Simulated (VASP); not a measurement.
# B16HN15 (a cell with a defect) in VASP: single point with PBE

Aim: the single point of B16HN15 (a cell with a defect) with PBE.

All numbers are computed with VASP 6.6.1; they aren't measurements. Logs are shortened: lines on timing, memory, paths and dates and some standing lists are left out, and cuts for length are marked.

## Step 1: The cell of the first run

The cell holds a defect, 32 atoms: a = 6.277 Å, b = 6.277 Å, c = 6.277 Å, α = 109.47°, β = 109.47°, γ = 109.47°.

## Step 2: Single point, PBE, collinear spin

The input, INCAR:

```
  PREC = Accurate
  ENCUT = 520
  EDIFF = 1E-6
  ISMEAR = -1
  SIGMA = 0.01
  LREAL = Auto
  LASPH = T
  NELM = 200
  ALGO = Normal
  ISIF = 2
  LWAVE = F
  LCHARG = F
  ISPIN = 2
  MAGMOM = 0 0.01 0 0.01 0 0.02 0.01 0.01 0.02 0.14 0.01 0 0.01 0 0.02 0.01 0.01 0 0.01 0 0 0.01 0 0 0.02 0.02 0 0 0 0.01 0 0.01
  LORBIT = 11
  NUPDOWN = 1.0
  GGA = PE
  NBANDS = 88
  NELECT = 125.0
  GGA_COMPAT = F
```

The input, KPOINTS:

```
Automatic mesh
0
Gamma
  1 1 1
```

The input, POSCAR:

```
B16HN15
1.0
   -3.6241103844      3.6241103844     -3.6241103844
    3.6241103844      3.6241103844      3.6241103844
    3.6241103844     -3.6241103844     -3.6241103844
B N H
16 15 1
Direct
    0.0051606836      0.0046716886      0.0057182144
   -0.0026099781      0.2514905263      0.7495487849
   -0.0022274218      0.5009732397      0.5020217724
    0.0055444491      0.7555719092      0.2536296500
    0.2515134391      0.0045847301      0.7497644695
    0.3048763426      0.3011849871      0.5458839188
    0.2488612953      0.4977325900      0.2510875499
    0.2426026509      0.7470015376     -0.0030003834
    0.5014655418     -0.0244620294      0.4901041482
    0.5014639465      0.2514741283      0.2315493319
    0.5014671524      0.5056385731      0.0079355547
    0.5014659025      0.7608455454      0.7540782185
    0.7603246734      0.0058655281      0.2558642142
    0.7514195831      0.2545395218     -0.0002823128
    0.6980648352      0.4977847743      0.7424846247
    0.7540754998      0.7503407061      0.5036956542
    0.0185293066      0.0097164185      0.2589138885
    0.0005976714      0.2511618470      0.0014002918
   -0.0156027663      0.4926464869      0.7418451118
    0.0023378665      0.7520290410      0.5022698130
    0.2487516988     -0.0005783414     -0.0043071250
    0.2528450975      0.2586773307      0.7597005837
    0.2521869909      0.5117717644      0.5072100790
    0.2450261456      0.7373861850      0.2442354145
    0.5014670803      0.0053162408      0.7509991155
    0.5014675597      0.5038929631      0.2527665469
    0.5014653692      0.7552931272      0.0031475792
    0.7579086112     -0.0061760017      0.5006770023
    0.7541788467      0.2521357048      0.2484055974
    0.7500934231      0.5073043773      0.0083276704
    0.7507509736      0.7610561090      0.7564941245
    0.5014577042      0.1408617015      0.4429450302
```

Potentials or basis: VASP PAW PBE potentials, release 64 (B, N, H).

Command:

```console
> cat potpaw_PBE.64/B/POTCAR potpaw_PBE.64/N/POTCAR potpaw_PBE.64/H/POTCAR > POTCAR
> mpirun -np 1 vasp_gam > vasp.out
```

OUTCAR:

```text
PREC = Accurate
   ENCUT = 520
   EDIFF = 1E-6
   ISMEAR = -1
   LREAL = Auto
   LASPH = T
   NELM = 200
   ISIF = 2
   ISPIN = 2
   LORBIT = 11
   NUPDOWN = 1.0
   GGA = PE
   NELECT = 125.0

 ion  position               nearest neighbor table
   1  0.005  0.005  0.006-  17 1.55  21 1.56  31 1.56  18 1.57
   2  0.997  0.251  0.750-  19 1.56  28 1.56  22 1.57  18 1.58
   3  0.998  0.501  0.502-  19 1.55  29 1.56  23 1.56  20 1.57
   4  0.006  0.756  0.254-  17 1.56  24 1.56  30 1.57  20 1.57
   5  0.252  0.005  0.750-  21 1.56  25 1.56  20 1.57  22 1.57
   6  0.305  0.301  0.546-  23 1.54  22 1.57  17 1.81  15 2.02
   7  0.249  0.498  0.251-  24 1.53  18 1.56  26 1.57  23 1.57
   8  0.243  0.747  0.997-  24 1.57  21 1.57  27 1.60  19 1.61
   9  0.501  0.976  0.490-  32 1.17  24 1.55  28 1.55  25 1.59
  10  0.501  0.251  0.232-  26 1.55  21 1.55  29 1.55
  11  0.501  0.506  0.008-  26 1.54  22 1.56  30 1.56  27 1.58
  12  0.501  0.761  0.754-  25 1.54  23 1.56  31 1.56  27 1.58
  13  0.760  0.006  0.256-  28 1.57  29 1.57  27 1.60  17 1.61
  14  0.751  0.255  1.000-  29 1.56  25 1.56  18 1.57  30 1.57
  15  0.698  0.498  0.742-  31 1.54  30 1.57  19 1.81   6 2.02
  16  0.754  0.750  0.504-  28 1.53  20 1.56  26 1.57  31 1.57
[... 13 lines left out ...]
  30  0.750  0.507  0.008-  11 1.56  15 1.57   4 1.57  14 1.57
  31  0.751  0.761  0.756-  15 1.54  12 1.56   1 1.56  16 1.57
  32  0.501  0.141  0.443-   9 1.17

  LATTYP: Found a body centered cubic cell.
 ALAT       =     7.2482207688

  Lattice vectors:

 A1 = (  -3.6241103844,   3.6241103844,  -3.6241103844)
 A2 = (   3.6241103844,   3.6241103844,   3.6241103844)
 A3 = (   3.6241103844,  -3.6241103844,  -3.6241103844)

Analysis of symmetry for initial positions (statically):
=====================================================================
 Subroutine PRICEL returns:
 Original cell was already a primitive cell.

 Routine SETGRP: Setting up the symmetry group for a
 body centered cubic supercell.

 Subroutine GETGRP returns: Found  1 space group operations
 (whereof  1 operations were pure point group operations)
 out of a pool of 48 trial point group operations.

The static configuration has the point symmetry C_1 .

Analysis of symmetry for dynamics (positions and initial velocities):
=====================================================================
 Subroutine PRICEL returns:
 Original cell was already a primitive cell.

 Routine SETGRP: Setting up the symmetry group for a
 body centered cubic supercell.

 Subroutine GETGRP returns: Found  1 space group operations
 (whereof  1 operations were pure point group operations)
 out of a pool of 48 trial point group operations.

The dynamic configuration has the point symmetry C_1 .

Analysis of structural, dynamic, and magnetic symmetry:
=====================================================================
 Subroutine PRICEL returns:
 Original cell was already a primitive cell.

 Routine SETGRP: Setting up the symmetry group for a
 body centered cubic supercell.

 Subroutine GETGRP returns: Found  1 space group operations
 (whereof  1 operations were pure point group operations)
 out of a pool of 48 trial point group operations.

The overall configuration has the point symmetry C_1 .

 Subroutine INISYM returns: Found  1 space group operations
 (whereof  1 operations are pure point group operations),
 and found     1 'primitive' translations

----------------------------------------------------------------------------------------

                                     Primitive cell

  volume of cell :     190.3988

  direct lattice vectors                    reciprocal lattice vectors
    -3.624110384  3.624110384 -3.624110384     0.000000000  0.137964893 -0.137964893
     3.624110384  3.624110384  3.624110384     0.137964893  0.137964893  0.000000000
     3.624110384 -3.624110384 -3.624110384     0.137964893  0.000000000 -0.137964893

  length of vectors
     6.277143318  6.277143318  6.277143318     0.195111822  0.195111822  0.195111822

  position of ions in fractional coordinates (direct lattice)
     0.005160684  0.004671689  0.005718214
[... 98 lines left out ...]
   total plane-waves  NPLWV = 110592
   dimension x,y,z NGX =    48 NGY =   48 NGZ =   48
   dimension x,y,z NGXF=    96 NGYF=   96 NGZF=   96
   ions per type =              16  15   1
   NGX,Y,Z   is equivalent  to a cutoff of  12.71, 12.71, 12.71 a.u.
   NGXF,Y,Z  is equivalent  to a cutoff of  25.42, 25.42, 25.42 a.u.
 SYSTEM =  unknown system
   PREC   = accura    normal or accurate (medium, high low for compatibility)
   ISTART =      0    job   : 0-new  1-cont  2-samecut
   ICHARG =      2    charge: 1-file 2-atom 10-const
   ISPIN  =      2    spin polarized calculation?
   LNONCOLLINEAR =      F non collinear calculations
   LSORBIT =      F    spin-orbit coupling
   LASPH  =      T    aspherical Exc in radial PAW
   ENCUT  =  520.0 eV  38.22 Ry    6.18 a.u.  11.67 11.67 11.67*2*pi/ulx,y,z
   NELM   =    200;   NELMIN=  2; NELMDL= -5     # of ELM steps
   EDIFF  = 0.1E-05   stopping-criterion for ELM
   LREAL  =      T    real-space projection
   EDIFFG = 0.1E-04   stopping-criterion for IOM
   NSW    =      0    number of steps for IOM
   IBRION =     -1    ionic relax: 0-MD 1-quasi-New 2-CG
   NFREE  =      0    steps in history (QN), initial steepest desc. (CG)
   ISIF   =      2    stress and relaxation
   ISYM   =      2    0-nonsym 1-usesym 2-fastsym
   POTIM  = 0.5000    time-step for ionic-motion
   TEBEG  =    0.0;   TEEND  =   0.0 temperature during run
   PSTRESS=    0.0 pullay stress
   NELECT =     125.0000    total number of electrons
   NUPDOWN=       1.0000    fix difference up-down
   EMIN   =  10.00;   EMAX   =-10.00  energy-range for DOS
   EFERMI =   0.00;   METHOD = LEGACY
   ISMEAR =    -1;   SIGMA  =   0.01  broadening in eV -4-tet -1-fermi 0-gaus
   EFERMI_NEDOS =   21; number of points for ismear=-14 and -15
   IALGO  =     38    algorithm
   IMIX   =      4    mixing-type and parameters
     AMIX     =   0.40;   BMIX     =  1.00
     AMIX_MAG =   1.60;   BMIX_MAG =  1.00
  volume/ion in A,a.u.               =       5.95        40.15
  Fermi-wavevector in a.u.,A,eV,Ry     =   1.422842  2.688782 27.544724  2.024480
  Thomas-Fermi vector in A             =   2.543503
   LORBIT       =     11    0 simple, 1 ext, 2 COOP (PROOUT), +10 PAW based schemes
   GGA     = PE    functional components
   LHFCALC =     F    Hartree Fock is set to
   AEXX    =    0.0000 exact exchange contribution
   IVDW    =     0    specifies the selected vdW correction
   LEPSILON=     F    determine dielectric tensor
   LRPA    =     F    only Hartree local field effects (RPA)
 spin polarized calculation
  energy-cutoff  :      520.00
  volume of cell :      190.40
 maximum number of plane-waves:      2545
 NGX is ok and might be reduce to    48
   NGX = 23   NGY = 23   NGZ = 23

 number of electron     125.0000007 magnetization       0.9999977

 Free energy of the ion-electron system (eV)
  ---------------------------------------------------
  ext. energy  EPLUGINS =         0.00000000
  ---------------------------------------------------
  free energy    TOTEN  =      -253.11397059 eV

  energy without entropy =     -253.11397059  energy(sigma->0) =     -253.11397059

 E-fermi :   9.3998     XC(G=0): -12.7070

 val. band max:       10.6555376158   @ k =   0.0000   0.0000   0.0000
 cond. band min:      11.1490629622   @ k =   0.0000   0.0000   0.0000
 fundamental gap:      0.4935253464
 Fermi energy:        10.9352774308

 spin component 1

 k-point     1 :       0.0000    0.0000    0.0000
  band No.  band energies     occupation
      1     -13.0993      1.00000
      2      -9.8846      1.00000
      3      -9.8104      1.00000
      4      -9.7751      1.00000
      5      -9.6941      1.00000
      6      -9.6337      1.00000
[... 66 lines left out ...]
     73      16.0902      0.00000
     74      16.0995      0.00000
 Fermi energy:         9.3998116544

 spin component 2

 k-point     1 :       0.0000    0.0000    0.0000
  band No.  band energies     occupation
      1     -13.0596      1.00000
      2      -9.8514      1.00000
      3      -9.7711      1.00000
      4      -9.7473      1.00000
      5      -9.6718      1.00000
      6      -9.6174      1.00000
[... 66 lines left out ...]
     73      16.1398      0.00000
     74      16.1525      0.00000
 [bands above 74 left out]

------------------------ aborting loop because EDIFF is reached ----------------------------------------

  FORCE on cell =-STRESS in cart. coord.  units (eV):
  Direction    XX          YY          ZZ          XY          YZ          ZX
  --------------------------------------------------------------------------------------
  -------------------------------------------------------------------------------------
  Total       27.0229112     14.4122771     14.4111583      4.8594046      9.7856196      4.8589019
  in kB      227.3937237    121.2771391    121.2677244     40.8911570     82.3445137     40.8869269
  external PRESSURE =     156.6461957 kB  Pullay stress =       0.0000000 kB

 VOLUME and BASIS-vectors are now :
 -----------------------------------------------------------------------------
  energy-cutoff  :      520.00
  volume of cell :      190.40
      direct lattice vectors                 reciprocal lattice vectors
    -3.624110384  3.624110384 -3.624110384     0.000000000  0.137964893 -0.137964893
     3.624110384  3.624110384  3.624110384     0.137964893  0.137964893  0.000000000
     3.624110384 -3.624110384 -3.624110384     0.137964893  0.000000000 -0.137964893

 POSITION                                       TOTAL-FORCE (eV/Angst)
 -----------------------------------------------------------------------------------
      0.01895      0.01491     -0.02250         0.135682     -0.087351      0.301185
      0.01323      1.80963     -5.41967        -0.032583     -0.202227     -0.132140
      0.01893      3.61224     -3.61984         0.135795      0.300459     -0.085873
      3.63736      1.83919      1.79900        -0.033851     -0.132808     -0.202195
      1.82233     -1.78910     -3.61213        -0.041492     -0.084115      0.397731
      1.96497      0.21809     -1.99172         0.576251      0.608339      0.150876
[... 24 lines left out ...]
      2.77897      2.73734     -2.70427         0.076083     -0.201605     -0.002425
      0.29844      0.72255     -2.91212        -0.559391     -0.390593     -0.391298
 -----------------------------------------------------------------------------------
    total drift:                               -0.008539     -0.005097      0.002496

  FREE ENERGIE OF THE ION-ELECTRON SYSTEM (eV)
  ---------------------------------------------------
  free  energy   TOTEN  =      -253.1139705882 eV

  energy  without entropy=     -253.1139705882  energy(sigma->0) =     -253.11397059

 total charge

# of ion       s       p       d       tot
------------------------------------------
    1        0.677   1.382   0.000   2.059
    2        0.676   1.369   0.000   2.044
    3        0.677   1.382   0.000   2.059
    4        0.676   1.369   0.000   2.044
    5        0.676   1.363   0.000   2.039
    6        0.667   1.218   0.000   1.885
[... 24 lines left out ...]
   31        1.210   2.792   0.000   4.002
   32        0.682   0.045   0.000   0.727
--------------------------------------------------
tot         29.669  63.265   0.000  92.934

 magnetization (x)

# of ion       s       p       d       tot
------------------------------------------
    1        0.001   0.006   0.000   0.006
    2        0.000   0.008   0.000   0.008
    3        0.001   0.006   0.000   0.006
    4        0.000   0.008   0.000   0.008
    5        0.002   0.002   0.000   0.004
    6        0.000   0.024   0.000   0.024
[... 24 lines left out ...]
   31        0.002  -0.002   0.000   0.000
   32        0.003   0.010   0.000   0.013
--------------------------------------------------
tot          0.119   0.400   0.000   0.519
```

It took 55 s on 1 thread of Intel Xeon 6975P-C (Granite Rapids), shared host; peak memory 0.39 GiB.

Results:

```yaml
Free_energy: -253.1140 eV
Largest_force: 1.176 eV/Å
Net_moment: 1.00 μB per cell
Site_moments: B +0.01, +0.00, +0.02, +0.05, +0.22, -0.00 (each value once); N +0.01, +0.00, +0.02 (each value once); H +0.01 μB
Valence_electrons_inside_the_program's_atomic_spheres: B 2.06, 2.04, 1.89, 2.07, 1.99, 2.17, 1.98, 2.08 (each value once); N 3.91, 3.99, 4.00, 4.01, 3.96 (each value once); H 0.73
```

Forces in eV/Å, atoms in the order of the input:
```
B    0.136 -0.087  0.301
B   -0.033 -0.202 -0.132
B    0.136  0.300 -0.086
B   -0.034 -0.133 -0.202
B   -0.041 -0.084  0.398
B    0.576  0.608  0.151
B   -0.149 -0.450  0.136
B   -0.265  0.034 -0.188
B   -0.610  0.653  0.652
B    0.395  0.375  0.376
B   -0.255  0.618  0.619
B   -0.295 -0.460 -0.461
B   -0.265 -0.187  0.033
B   -0.042  0.397 -0.084
B    0.576  0.150  0.608
B   -0.149  0.136 -0.449
N   -0.064  0.187 -0.103
N    0.254  0.123 -0.057
N   -0.064 -0.102  0.187
N    0.255 -0.056  0.124
N    0.281 -0.039 -1.141
N   -0.328 -0.118 -0.312
N    0.076 -0.003 -0.202
N    0.016  0.064 -0.111
N    0.266  0.717  0.718
N   -0.031 -0.442 -0.442
N    0.170  0.154  0.154
N    0.017 -0.110  0.064
N    0.282 -1.141 -0.040
N   -0.329 -0.312 -0.118
N    0.076 -0.202 -0.002
H   -0.559 -0.391 -0.391
```

Caveat: the k points lie up to 1.23 Å⁻¹ apart; the cell carries a net charge on a neutralising background, which shifts energy and pressure; the cell is charged against a uniform background, so pressure and absolute levels hang on convention; the total moment is fixed, so each spin has its own Fermi level.
